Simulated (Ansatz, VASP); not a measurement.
# Ni3Ge: VASP beside Ansatz

```
Ni Ge
1.0
     3.53033    0.00000    0.00000
     0.00000    3.53033    0.00000
     0.00000    0.00000    3.53033
Ni Ge
3 1
Cartesian
  1.7652 0.0000 1.7652
  0.0000 1.7652 1.7652
  1.7652 1.7652 0.0000
  0.0000 0.0000 0.0000
```

Alike in both runs: task single point; functional r2SCAN; k mesh 12 × 12 × 12; no spin polarisation.

|  | VASP | Ansatz |
| --- | --- | --- |
| version | VASP 6.6.1 | Ansatz 0.2.0 |
| potentials or method | VASP PAW PBE potentials, release 64 (Ni, Ge_d), cutoff 520 eV | scalar-relativistic, plane waves, PAW |
| occupations | methfessel-paxton of order 1, width 0.02 eV | cold, width 0.02 eV |
| valence electrons in the cell | 44 | 68 |

Ansatz gave:

```
gap on the k mesh at the Fermi level (eV) : none
pressure (GPa)                            : 0.4
```

Problem. Which values does VASP return?

Solution. gap on the k mesh at the Fermi level (eV): none; pressure (GPa): 0.8.

VASP's potentials were made for PBE, not for r2SCAN. A gap of «none» marks a metal or a gap that the smearing closes. VASP's potentials hold 44 valence electrons a cell and Ansatz's 68, so a difference there can come from the potentials and not from the codes.
